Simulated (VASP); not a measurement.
# BaTiO3 (R3m) in VASP: notebook

Runs on BaTiO3. Level: PBEsol+U. Tasks: single point.

All numbers are computed with VASP 6.6.1; they aren't measurements. Logs are shortened: lines on timing, memory, paths and dates and some standing lists are left out, and cuts for length are marked.

### Step 1. The cell of the first run

The structure is trigonal, space group R3m (No. 160). Conventional cell: a = 5.655 Å, b = 5.655 Å, c = 6.955 Å, α = 90.00°, β = 90.00°, γ = 120.00°. Ba (site symmetry 3m) has 12 O at 2.79 to 2.89 Å and 8 Ti at 3.37 to 3.59 Å within 3.7 Å. Within 2.5 Å of Ti (site symmetry 3m) lie 6 O at 1.87 to 2.14 Å. Within 2.5 Å of O (site symmetry m) lie 2 Ti at 1.87 to 2.14 Å.

### Step 2. Single point, PBEsol+U

INCAR

```
ALGO     = Normal         # electronic algorithm
EDIFF    = 1E-6           # SCF threshold, eV
ENCUT    = 600            # plane-wave cutoff, eV
GGA      = PS             # functional
GGA_COMPAT= F            
ISIF     = 2              # what is computed and relaxed
ISMEAR   = -1             # smearing method
LASPH    = T              # aspherical terms in the spheres
LCHARG   = T              # write CHGCAR
LDAU     = T              # DFT+U
LDAUJ    = 0 0 0        
LDAUL    = -1 2 -1        # shell
LDAUPRINT= 1            
LDAUTYPE = 2            
LDAUU    = 0 5 0          # U, eV
LELF     = T              # ELF
LMAXMIX  = 4              # l up to which the mixer works
LREAL    = F              # projectors in reciprocal space
LVHAR    = T            
LWAVE    = F              # write WAVECAR
NBANDS   = 28             # bands
NELM     = 200            # most SCF steps
PREC     = Accurate       # precision mode
SIGMA    = 0.02           # smearing width, eV
```

KPOINTS

```
k-points
0
Gamma
  6 6 6
```

POSCAR

```
BaTiO3
1.0
    2.8273666100      1.6323808700      2.3183934900
   -2.8273666100      1.6323808700      2.3183934900
    0.0000000000     -3.2647617400      2.3183934900
Ba Ti O
1 1 3
Direct
    0.0000000000      0.0000000000      0.0000000000
    0.4845000000      0.4845000000      0.4845000000
    0.5086000000      0.5086000000      0.0175000000
    0.0175000000      0.5086000000      0.5086000000
    0.5086000000      0.0175000000      0.5086000000
```

Potentials or basis: VASP PAW PBE potentials, release 64 (Ba_sv, Ti_sv, O).

The run is started by

```
$ cat potpaw_PBE.64/Ba_sv/POTCAR potpaw_PBE.64/Ti_sv/POTCAR potpaw_PBE.64/O/POTCAR > POTCAR
$ mpirun -np 1 vasp_std > vasp.out
```

OUTCAR:

```text
EDIFF = 1E-6
   ENCUT = 600
   GGA = PS
   ISIF = 2
   ISMEAR = -1
   LASPH = T
   LREAL = F
   NELM = 200
   PREC = Accurate

 ion  position               nearest neighbor table
   1  0.000  0.000  0.000-   3 2.79   4 2.79   5 2.79   4 2.83   5 2.83   5 2.83   4 2.83   3 2.83
                             3 2.83   3 2.89   4 2.89   5 2.89   2 3.37   2 3.43   2 3.43   2 3.43
   2  0.484  0.484  0.484-   3 1.87   4 1.87   5 1.87   3 2.14   4 2.14   5 2.14   1 3.37   1 3.43
                             1 3.43   1 3.43   1 3.50   1 3.50   1 3.50   1 3.59
   3  0.509  0.509  0.017-   2 1.87   2 2.14   1 2.79   1 2.83   1 2.83   1 2.89
   4  0.017  0.509  0.509-   2 1.87   2 2.14   1 2.79   1 2.83   1 2.83   1 2.89
   5  0.509  0.017  0.509-   2 1.87   2 2.14   1 2.79   1 2.83   1 2.83   1 2.89

  LATTYP: Found a trigonal (rhomboedric) cell.
 ALAT       =     4.0041999983
 COS(alpha) =     0.0028448809

  Lattice vectors:

 A1 = (   2.8273666100,   1.6323808700,   2.3183934900)
 A2 = (  -2.8273666100,   1.6323808700,   2.3183934900)
 A3 = (   0.0000000000,  -3.2647617400,   2.3183934900)

Analysis of symmetry for initial positions (statically):
=====================================================================
 Subroutine PRICEL returns:
 Original cell was already a primitive cell.

 Routine SETGRP: Setting up the symmetry group for a
 trigonal (rhombohedral) supercell.

 Subroutine GETGRP returns: Found  6 space group operations
 (whereof  6 operations were pure point group operations)
 out of a pool of 12 trial point group operations.

The static configuration has the point symmetry C_3v.

Analysis of symmetry for dynamics (positions and initial velocities):
=====================================================================
 Subroutine PRICEL returns:
 Original cell was already a primitive cell.

 Routine SETGRP: Setting up the symmetry group for a
 trigonal (rhombohedral) supercell.

 Subroutine GETGRP returns: Found  6 space group operations
 (whereof  6 operations were pure point group operations)
[... 159 lines left out ...]
  0.0000  0.0669 -0.0000  0.0000  0.1634

spin component  2

  0.1634  0.0000 -0.0000  0.0669  0.0000
  0.0000  0.1930 -0.0000  0.0000  0.0669
 -0.0000 -0.0000  0.1081 -0.0000 -0.0000
  0.0669  0.0000 -0.0000  0.1930  0.0000
  0.0000  0.0669 -0.0000  0.0000  0.1634

 occupancies and eigenvectors

  o =  0.1081  v =  0.0000 -0.0000  1.0000  0.0000  0.0000  0.0000  0.0000  0.0000  0.0000  0.0000      0.0000  0.0000  0.0000  0.0000  0.0000  0.0000  0.0000  0.0000  0.0000  0.0000
  o =  0.1081  v =  0.0000  0.0000  0.0000  0.0000  0.0000  0.0000 -0.0000  1.0000  0.0000  0.0000      0.0000  0.0000  0.0000  0.0000  0.0000  0.0000  0.0000  0.0000  0.0000  0.0000
  o =  0.1097  v =  0.0000 -0.6262 -0.0000  0.0000  0.7797  0.0000  0.0000  0.0000  0.0000  0.0000      0.0000  0.0000  0.0000  0.0000  0.0000  0.0000  0.0000  0.0000  0.0000  0.0000
  o =  0.1097  v =  0.0000  0.0000  0.0000  0.0000  0.0000  0.0000 -0.6262 -0.0000  0.0000  0.7797      0.0000  0.0000  0.0000  0.0000  0.0000  0.0000  0.0000  0.0000  0.0000  0.0000
  o =  0.1097  v =  0.0000  0.0000  0.0000  0.0000  0.0000 -0.7797  0.0000 -0.0000  0.6262  0.0000      0.0000  0.0000  0.0000  0.0000  0.0000  0.0000  0.0000  0.0000  0.0000  0.0000
  o =  0.1097  v = -0.7797  0.0000 -0.0000  0.6262  0.0000  0.0000  0.0000  0.0000  0.0000  0.0000      0.0000  0.0000  0.0000  0.0000  0.0000  0.0000  0.0000  0.0000  0.0000  0.0000
  o =  0.2467  v =  0.0000  0.7797 -0.0000  0.0000  0.6262  0.0000  0.0000  0.0000  0.0000  0.0000      0.0000  0.0000  0.0000  0.0000  0.0000  0.0000  0.0000  0.0000  0.0000  0.0000
  o =  0.2467  v =  0.0000  0.0000  0.0000  0.0000  0.0000  0.0000  0.7797 -0.0000  0.0000  0.6262      0.0000  0.0000  0.0000  0.0000  0.0000  0.0000  0.0000  0.0000  0.0000  0.0000
  o =  0.2467  v =  0.0000  0.0000  0.0000  0.0000  0.0000 -0.6262  0.0000  0.0000 -0.7797 -0.0000      0.0000  0.0000  0.0000  0.0000  0.0000  0.0000  0.0000  0.0000  0.0000  0.0000
  o =  0.2467  v = -0.6262  0.0000  0.0000 -0.7797 -0.0000  0.0000  0.0000  0.0000  0.0000  0.0000      0.0000  0.0000  0.0000  0.0000  0.0000  0.0000  0.0000  0.0000  0.0000  0.0000

 number of electron      39.9999996 magnetization

 Free energy of the ion-electron system (eV)
  ---------------------------------------------------
  ext. energy  EPLUGINS =         0.00000000
  ---------------------------------------------------
  free energy    TOTEN  =       -38.52539635 eV

  energy without entropy =      -38.52539635  energy(sigma->0) =      -38.52539635

 E-fermi :   4.1895     XC(G=0): -11.5013

 val. band max:        3.7904549588   @ k =   0.5000   0.5000   0.5000
 cond. band min:       6.6513960676   @ k =   0.0000   0.0000   0.0000
 fundamental gap:      2.8609411088
 Fermi energy:         4.1895348395

 k-point     1 :       0.0000    0.0000    0.0000
  band No.  band energies     occupation
      1     -53.5612      2.00000
      2     -29.8714      2.00000
      3     -29.8664      2.00000
      4     -29.8664      2.00000
      5     -20.9676      2.00000
      6     -13.0339      2.00000
[... 733 lines left out ...]
     27      11.9075      0.00000
     28      12.3610      0.00000

 [... further k-points ...]

------------------------ aborting loop because EDIFF is reached ----------------------------------------

  FORCE on cell =-STRESS in cart. coord.  units (eV):
  Direction    XX          YY          ZZ          XY          YZ          ZX
  --------------------------------------------------------------------------------------
  -------------------------------------------------------------------------------------
  Total        2.1344770      2.1344770      1.7653745      0.0000000      0.0000000      0.0000000
  in kB       53.2672219     53.2672217     44.0560354      0.0000000      0.0000000      0.0000000
  external PRESSURE =      50.1968263 kB  Pullay stress =       0.0000000 kB

 VOLUME and BASIS-vectors are now :
 -----------------------------------------------------------------------------
  energy-cutoff  :      600.00
  volume of cell :       64.20
      direct lattice vectors                 reciprocal lattice vectors
     2.827366610  1.632380870  2.318393490     0.176843002  0.102100355  0.143777721
    -2.827366610  1.632380870  2.318393490    -0.176843002  0.102100355  0.143777721
     0.000000000 -3.264761740  2.318393490     0.000000000 -0.204200710  0.143777721

 POSITION                                       TOTAL-FORCE (eV/Angst)
 -----------------------------------------------------------------------------------
      0.00000      0.00000      0.00000        -0.000000     -0.000000     -0.151193
      0.00000      0.00000      3.36978        -0.000000     -0.000000      1.460456
      0.00000      1.60332      2.39884        -0.000000      0.689160     -0.436421
     -1.38852     -0.80166      2.39884        -0.596830     -0.344580     -0.436421
      1.38852     -0.80166      2.39884         0.596830     -0.344580     -0.436421
 -----------------------------------------------------------------------------------
    total drift:                               -0.000000     -0.000001     -0.000029

  FREE ENERGIE OF THE ION-ELECTRON SYSTEM (eV)
  ---------------------------------------------------
  free  energy   TOTEN  =       -38.5253963547 eV

  energy  without entropy=      -38.5253963546  energy(sigma->0) =      -38.52539635
```

OSZICAR:

```text
N       E                     dE             d eps       ncg     rms          rms(c)
DAV:   1     0.470846439815E+03    0.47085E+03   -0.22548E+04  1792   0.171E+03
DAV:   2     0.146505225401E+01   -0.46938E+03   -0.44718E+03  2020   0.461E+02
DAV:   3    -0.472889969945E+02   -0.48754E+02   -0.48293E+02  2488   0.143E+02
DAV:   4    -0.496432220344E+02   -0.23542E+01   -0.23493E+01  2780   0.271E+01
DAV:   5    -0.497085384590E+02   -0.65316E-01   -0.65303E-01  2460   0.355E+00    0.238E+01
DAV:   6    -0.383838798351E+02    0.11325E+02   -0.51562E+01  2728   0.688E+01    0.917E+00
DAV:   7    -0.385839095551E+02   -0.20003E+00   -0.66069E+00  2356   0.149E+01    0.582E+00
DAV:   8    -0.385675779819E+02    0.16332E-01   -0.14662E+00  2248   0.102E+01    0.210E+00
DAV:   9    -0.385278263495E+02    0.39752E-01   -0.18353E-01  2244   0.430E+00    0.100E+00
DAV:  10    -0.385341564481E+02   -0.63301E-02   -0.11495E-01  2040   0.212E+00    0.778E-01
DAV:  11    -0.385257540202E+02    0.84024E-02   -0.46465E-02  2616   0.180E+00    0.220E-01
DAV:  12    -0.385254314397E+02    0.32258E-03   -0.42473E-03  2256   0.661E-01    0.793E-02
DAV:  13    -0.385254028570E+02    0.28583E-04   -0.46445E-04  2128   0.205E-01    0.237E-02
DAV:  14    -0.385253969359E+02    0.59211E-05   -0.59537E-05  2328   0.752E-02    0.126E-02
DAV:  15    -0.385253963547E+02    0.58122E-06   -0.43906E-06  2136   0.170E-02
   1 F= -.38525396E+02 E0= -.38525396E+02  d E =-.289385E-10
```

stdout:

```text
POSCAR found type information on POSCAR BaTiO
 POSCAR found :  3 types and       5 ions
 scaLAPACK will be used
 -----------------------------------------------------------------------------
|                                                                             |
|                                                                             |
|     You enforced a specific xc type in the INCAR file but a different       |
|     I HOPE YOU KNOW WHAT YOU ARE DOING!                                     |
|                                                                             |
 -----------------------------------------------------------------------------

 LDA part: xc-table for (Slater+PW92), standard interpolation
 POSCAR, INCAR and KPOINTS ok, starting setup
 FFT: planning ... GRIDC
 FFT: planning ... GRID_SOFT
 FFT: planning ... GRID
 WAVECAR not read
 entering main loop
```

Run time: 95 s. Hardware: 1 thread of Intel Xeon 8259CL, shared host; peak memory 0.22 GiB.

Results:

| Quantity | Value |
| --- | --- |
| Free energy | -38.5254 eV |
| Pressure | 5.0 GPa |
| Largest force | 1.460 eV/Å |
| Band gap on the k mesh | 2.86 eV (least direct gap 3.27 eV) |

Forces in eV/Å, atoms in the order of the input:
```
Ba   0.000  0.000 -0.151
Ti   0.000  0.000  1.460
O    0.000  0.689 -0.436
O   -0.597 -0.345 -0.436
O    0.597 -0.345 -0.436
```

Stress tensor (GPa, compression positive):
```
5.33 0.00 0.00
0.00 5.33 0.00
0.00 0.00 4.41
```

Eigenvalues of the final occupation matrices:
```tsv
site	spin	trace	eigenvalues
site 2 d	1	0.82	0.11 0.11 0.11 0.25 0.25
site 2 d	2	0.82	0.11 0.11 0.11 0.25 0.25
```

Caveat: the cell stands under pressure; the PAW data sets were made with another functional, which shifts forces and pressure a little; spin-orbit coupling is left out, which moves the levels of the heavy elements.

(Continued in part 2 of 2.)
